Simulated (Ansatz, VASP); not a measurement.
## MgI2: VASP beside Ansatz

```
Mg I
1.0
     2.05282    1.15533    6.89235
    -2.10454    1.24492    6.89235
     0.05173   -2.40025    6.89235
Mg I
1 2
Cartesian
  0.0000 0.0000 0.0000
  -0.0088 -0.0015 5.2253
  0.0088 0.0015 15.4517
```

Change from the starting cell: shear_xy strain -4.3%.

Alike in both runs: task single point; functional PBE; k mesh 8 × 8 × 8; occupations fermi-dirac, width 0.02 eV; no spin polarisation.

```csv
,VASP,Ansatz
version,VASP 6.6.1,Ansatz 0.2.0
potentials or method,"VASP PAW PBE potentials, release 64 (Mg, I)","plane waves, PAW"
plane-wave cutoff (eV),520,420
valence electrons in the cell,16,44
```

```csv
,VASP,Ansatz,Ansatz less VASP
gap on the k mesh at the Fermi level (eV),3.08,3.10,+0.017
pressure (GPa),1.1,1.2,+0.06
"traceless stress, the component that is largest in VASP (GPa)",0.72,0.72,0.000
rms of the force components (eV/Å),0.003,0.008,+0.0045
```

Atom by atom the forces differ by 0.005 eV/Å (rms over components). VASP's potentials hold 16 valence electrons a cell and Ansatz's 44, so a difference there can come from the potentials and not from the codes.

Spin-orbit coupling is off throughout.
